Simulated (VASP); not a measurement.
# Mo (Im-3m) in VASP: a series of runs

Runs on Mo. Level: LDA. Tasks: single point.

Everything below comes from runs of VASP 6.6.1. Logs are shortened: lines on timing, memory, paths and dates and some standing lists are left out, and cuts for length are marked.

## (1) The cell of the first run

Symmetry: Im-3m, No. 229, cubic system. The conventional cell has a = 3.168 Å, b = 3.168 Å, c = 3.168 Å, α = 90.00°, β = 90.00°, γ = 90.00°. Within 3.6 Å of Mo (site symmetry m-3m) lie 14 Mo at 2.74 to 3.17 Å.

## (2) Single point, LDA

The input, INCAR:

```
  PREC = Accurate
  ENCUT = 520
  EDIFF = 1E-6
  ISMEAR = 0
  SIGMA = 0.1
  LREAL = False
  LASPH = True
  NELM = 80
  ALGO = Normal
  ISIF = 2
  LWAVE = False
  LCHARG = False
  NBANDS = 13
```

The input, KPOINTS:

```
Automatic mesh
0
Gamma
  8 8 8
```

The input, POSCAR:

```
Mo
1.0
   -1.5838089700      1.5838089700      1.5838089700
    1.5838089700     -1.5838089700      1.5838089700
    1.5838089700      1.5838089700     -1.5838089700
Mo
1
Direct
    0.0000000000      0.0000000000      0.0000000000
```

Potentials or basis: VASP PAW LDA potentials, release 64 (Mo_sv).

Command:

```bash
cat potpaw_LDA.64/Mo_sv/POTCAR > POTCAR
mpirun -np 1 vasp_std > vasp.out
```

OUTCAR:

```text
PREC = Accurate
   ENCUT = 520
   EDIFF = 1E-6
   ISMEAR = 0
   LREAL = False
   LASPH = True
   NELM = 80
   ISIF = 2

 ion  position               nearest neighbor table
   1  0.000  0.000  0.000-

  LATTYP: Found a body centered cubic cell.
 ALAT       =     3.1676179400

  Lattice vectors:

 A1 = (  -1.5838089700,   1.5838089700,   1.5838089700)
 A2 = (   1.5838089700,  -1.5838089700,   1.5838089700)
 A3 = (   1.5838089700,   1.5838089700,  -1.5838089700)

Analysis of symmetry for initial positions (statically):
=====================================================================
 Subroutine PRICEL returns:
 Original cell was already a primitive cell.

 Routine SETGRP: Setting up the symmetry group for a
 body centered cubic supercell.

 Subroutine GETGRP returns: Found 48 space group operations
 (whereof 48 operations were pure point group operations)
 out of a pool of 48 trial point group operations.

The static configuration has the point symmetry O_h .

Analysis of symmetry for dynamics (positions and initial velocities):
=====================================================================
 Subroutine PRICEL returns:
 Original cell was already a primitive cell.

 Routine SETGRP: Setting up the symmetry group for a
 body centered cubic supercell.

 Subroutine GETGRP returns: Found 48 space group operations
 (whereof 48 operations were pure point group operations)
 out of a pool of 48 trial point group operations.

The dynamic configuration has the point symmetry O_h .

 Subroutine INISYM returns: Found 48 space group operations
 (whereof 48 operations are pure point group operations),
 and found     1 'primitive' translations

----------------------------------------------------------------------------------------

                                     Primitive cell

  volume of cell :      15.8916

  direct lattice vectors                    reciprocal lattice vectors
    -1.583808970  1.583808970  1.583808970     0.000000000  0.315694638  0.315694638
     1.583808970 -1.583808970  1.583808970     0.315694638  0.000000000  0.315694638
     1.583808970  1.583808970 -1.583808970     0.315694638  0.315694638  0.000000000

  length of vectors
     2.743237606  2.743237606  2.743237606     0.446459639  0.446459639  0.446459639

  position of ions in fractional coordinates (direct lattice)
     0.000000000  0.000000000  0.000000000

  ion indices of the primitive-cell ions
[... 75 lines left out ...]
   LREAL  =      F    real-space projection
   EDIFFG = 0.1E-04   stopping-criterion for IOM
   NSW    =      0    number of steps for IOM
   IBRION =     -1    ionic relax: 0-MD 1-quasi-New 2-CG
   NFREE  =      0    steps in history (QN), initial steepest desc. (CG)
   ISIF   =      2    stress and relaxation
   ISYM   =      2    0-nonsym 1-usesym 2-fastsym
   POTIM  = 0.5000    time-step for ionic-motion
   TEBEG  =    0.0;   TEEND  =   0.0 temperature during run
   PSTRESS=    0.0 pullay stress
   NELECT =      14.0000    total number of electrons
   NUPDOWN=      -1.0000    fix difference up-down
   EMIN   =  10.00;   EMAX   =-10.00  energy-range for DOS
   EFERMI =   0.00;   METHOD = LEGACY
   ISMEAR =     0;   SIGMA  =   0.10  broadening in eV -4-tet -1-fermi 0-gaus
   EFERMI_NEDOS =   21; number of points for ismear=-14 and -15
   IALGO  =     38    algorithm
   IMIX   =      4    mixing-type and parameters
     AMIX     =   0.40;   BMIX     =  1.00
     AMIX_MAG =   1.60;   BMIX_MAG =  1.00
  volume/ion in A,a.u.               =      15.89       107.24
  Fermi-wavevector in a.u.,A,eV,Ry     =   1.569380  2.965698 33.510508  2.462953
  Thomas-Fermi vector in A             =   2.671271
   LORBIT       =      0    0 simple, 1 ext, 2 COOP (PROOUT), +10 PAW based schemes
   GGA     = CA    functional components
   LHFCALC =     F    Hartree Fock is set to
   AEXX    =    0.0000 exact exchange contribution
   IVDW    =     0    specifies the selected vdW correction
   LEPSILON=     F    determine dielectric tensor
   LRPA    =     F    only Hartree local field effects (RPA)
 non-spin polarized calculation
 Gauss-broadening in eV      SIGMA  =   0.10
  energy-cutoff  :      520.00
  volume of cell :       15.89
 maximum number of plane-waves:       439
   NGX = 11   NGY = 11   NGZ = 11

 number of electron      14.0000005 magnetization

 Free energy of the ion-electron system (eV)
  ---------------------------------------------------
  ext. energy  EPLUGINS =         0.00000000
  ---------------------------------------------------
  free energy    TOTEN  =       -12.07735863 eV

  energy without entropy =      -12.07276910  energy(sigma->0) =      -12.07506386

 E-fermi :  12.0727     XC(G=0): -13.5128

 val. band max:       12.0563067038   @ k =  -0.2500   0.2500   0.1250
 cond. band min:      12.1914106633   @ k =   0.3750   0.0000   0.0000
 fundamental gap:      0.1351039595
 Fermi energy:        12.0727055597

 k-point     1 :       0.0000    0.0000    0.0000
  band No.  band energies     occupation
      1     -48.7407      2.00000
      2     -22.2186      2.00000
      3     -22.2186      2.00000
      4     -22.2186      2.00000
      5       5.0257      2.00000
      6      10.8518      2.00000
      7      10.8518      2.00000
      8      10.8518      2.00000
      9      13.7892      0.00000
     10      13.7892      0.00000
     11      27.0023      0.00000
     12      27.0023      0.00000
     13      27.0023      0.00000
[... 354 lines left out ...]
  band No.  band energies     occupation
      1     -48.4302      2.00000
      2     -23.2217      2.00000
      3     -22.8396      2.00000
      4     -22.7165      2.00000
      5       8.3250      2.00000
      6       8.8791      2.00000
      7      11.5836      2.00000
      8      12.3985      0.00000
      9      15.0332      0.00000
     10      17.0642      0.00000
     11      25.7934      0.00000
     12      27.7963      0.00000
     13      28.9175      0.00000

 [... further k-points ...]
[... 5 lines left out ...]
  --------------------------------------------------------------------------------------
  -------------------------------------------------------------------------------------
  Total       -1.2388269     -1.2388269     -1.2388269     -0.0000000      0.0000000     -0.0000000
  in kB     -124.8972378   -124.8972378   -124.8972378     -0.0000000      0.0000000     -0.0000000
  external PRESSURE =    -124.8972378 kB  Pullay stress =       0.0000000 kB

 VOLUME and BASIS-vectors are now :
 -----------------------------------------------------------------------------
  energy-cutoff  :      520.00
  volume of cell :       15.89
      direct lattice vectors                 reciprocal lattice vectors
    -1.583808970  1.583808970  1.583808970     0.000000000  0.315694638  0.315694638
     1.583808970 -1.583808970  1.583808970     0.315694638  0.000000000  0.315694638
     1.583808970  1.583808970 -1.583808970     0.315694638  0.315694638  0.000000000

 POSITION                                       TOTAL-FORCE (eV/Angst)
 -----------------------------------------------------------------------------------
      0.00000      0.00000      0.00000         0.000000      0.000000      0.000000
 -----------------------------------------------------------------------------------
    total drift:                               -0.000000     -0.000000      0.000000

  FREE ENERGIE OF THE ION-ELECTRON SYSTEM (eV)
  ---------------------------------------------------
  free  energy   TOTEN  =       -12.0773586309 eV

  energy  without entropy=      -12.0727690986  energy(sigma->0) =      -12.07506386
```

OSZICAR:

```text
N       E                     dE             d eps       ncg     rms          rms(c)
DAV:   1     0.101501732246E+03    0.10150E+03   -0.75968E+03   762   0.109E+03
DAV:   2    -0.115413349294E+02   -0.11304E+03   -0.10921E+03   839   0.329E+02
DAV:   3    -0.128560040561E+02   -0.13147E+01   -0.13113E+01   844   0.366E+01
DAV:   4    -0.128592800602E+02   -0.32760E-02   -0.32759E-02   839   0.215E+00
DAV:   5    -0.128593023019E+02   -0.22242E-04   -0.22242E-04   849   0.162E-01    0.150E+01
DAV:   6    -0.121786194560E+02    0.68068E+00   -0.80436E-01   779   0.113E+01    0.351E+00
DAV:   7    -0.120836311657E+02    0.94988E-01   -0.14260E-01   814   0.437E+00    0.108E+00
DAV:   8    -0.120776903159E+02    0.59408E-02   -0.58498E-03   769   0.998E-01    0.235E-01
DAV:   9    -0.120773465085E+02    0.34381E-03   -0.30752E-04   819   0.215E-01    0.622E-02
DAV:  10    -0.120773587325E+02   -0.12224E-04   -0.76306E-06   804   0.283E-02    0.504E-03
DAV:  11    -0.120773586309E+02    0.10163E-06   -0.57624E-07   462   0.975E-03
   1 F= -.12077359E+02 E0= -.12075064E+02  d E =-.458953E-02
```

stdout:

```text
POSCAR found type information on POSCAR Mo
 POSCAR found :  1 types and       1 ions
 scaLAPACK will be used
 LDA part: xc-table for (Slater(with rela. corr.)+CA(PZ))
 , standard interpolation
 POSCAR, INCAR and KPOINTS ok, starting setup
 FFT: planning ... GRIDC
 FFT: planning ... GRID_SOFT
 FFT: planning ... GRID
 WAVECAR not read
 entering main loop
```

Run time: 9.7 s. Hardware: 1 thread of AMD EPYC 7R13, shared host; peak memory 0.09 GiB.

Results:

- Free energy: -12.0774 eV
- Pressure: -12.5 GPa
- Band gap on the k mesh: zero (band 7 reaches 16.11 eV, above the bottom of band 8 at 10.85 eV)

(Part 1 of 2 ends here.)
